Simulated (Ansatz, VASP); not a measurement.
One calculation of Ir, two programs

Contents of INCAR:

```
  PREC = Accurate
  ENCUT = 500
  EDIFF = 1E-6
  ISMEAR = -1
  SIGMA = 0.05
  LREAL = F
  LASPH = T
  NELM = 120
  ALGO = Normal
  ISIF = 2
  LWAVE = F
  LCHARG = F
  GGA = PS
  NBANDS = 10
  GGA_COMPAT = F
```

KPOINTS

```
Automatic mesh
0
Gamma
  13 13 13
```

POSCAR

```
Ir
1.0
    0.0000000000      1.9470088611      1.9470088611
    1.9470088611      0.0000000000      1.9470088611
    1.9470088611      1.9470088611      0.0000000000
Ir
1
Direct
    0.0000000000      0.0000000000      0.0000000000
```

Input for Ansatz:

```yaml
crystal:
  lattice:
    - [0.0, 1.9470088611145333, 1.9470088611145333]
    - [1.9470088611145333, 0.0, 1.9470088611145333]
    - [1.9470088611145333, 1.9470088611145333, 0.0]
  atoms:
    - { symbol: Ir, position: [0.0, 0.0, 0.0] }
basis:
  ecutwfc: 500.0
kpoints:
  mp_grid:
    grid: [13, 13, 13]
hamiltonian:
  xc: pbesol
scf:
  occupations:
    method: fermi_dirac
    width: 0.05
output:
  stress: true
```

Alike in both runs: task single point; functional PBEsol; k mesh 13 × 13 × 13; occupations fermi-dirac, width 0.05 eV; no spin polarisation.

|  | VASP | Ansatz |
| --- | --- | --- |
| version | VASP 6.6.1 | Ansatz 0.2.0 |
| potentials or method | VASP PAW PBE potentials, release 64 (Ir), cutoff 500 eV | plane waves, PAW |
| valence electrons in the cell | 9 | 17 |

VASP gave:

```
pressure (GPa) : -16.0
```

Question: Which values does Ansatz return?

Answer: Pressure (GPa): -16.7.

VASP's potentials were made for PBE, not for PBEsol. VASP's potentials hold 9 valence electrons a cell and Ansatz's 17, so a difference there can come from the potentials and not from the codes.

Neither program's run includes spin-orbit coupling.
